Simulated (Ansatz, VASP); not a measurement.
# Ga: VASP beside Ansatz

```
Ga
1.0
     2.93299    0.00000    0.00000
    -1.46649    2.54004    0.00000
     0.00000    0.00000    9.53103
Ga
4
Direct
  0.00000 0.00000 0.00000
  0.00000 0.00000 0.50000
  0.33333 0.66667 0.25000
  0.66667 0.33333 0.75000
```

Alike in both runs: task single point; functional PBEsol; k mesh 14 × 14 × 4; occupations fermi-dirac, width 0.1 eV; no spin polarisation.

|  | VASP | Ansatz |
| --- | --- | --- |
| version | VASP 6.6.1 | Ansatz 0.2.0 |
| potentials or method | VASP PAW PBE potentials, release 64 (Ga_d), cutoff 520 eV | plane waves (420 eV) with PAW, scalar-relativistic |
| valence electrons in the cell | 52 | 52 |

|  | VASP | Ansatz | Ansatz less VASP |
| --- | --- | --- | --- |
| pressure (GPa) | 0.2 | 0.1 | -0.08 |
| traceless stress, the component that is largest in VASP (GPa) | 0.86 | 0.86 | -0.001 |

VASP's potentials were made for PBE, not for PBEsol, and Ansatz warns of the same on its side.
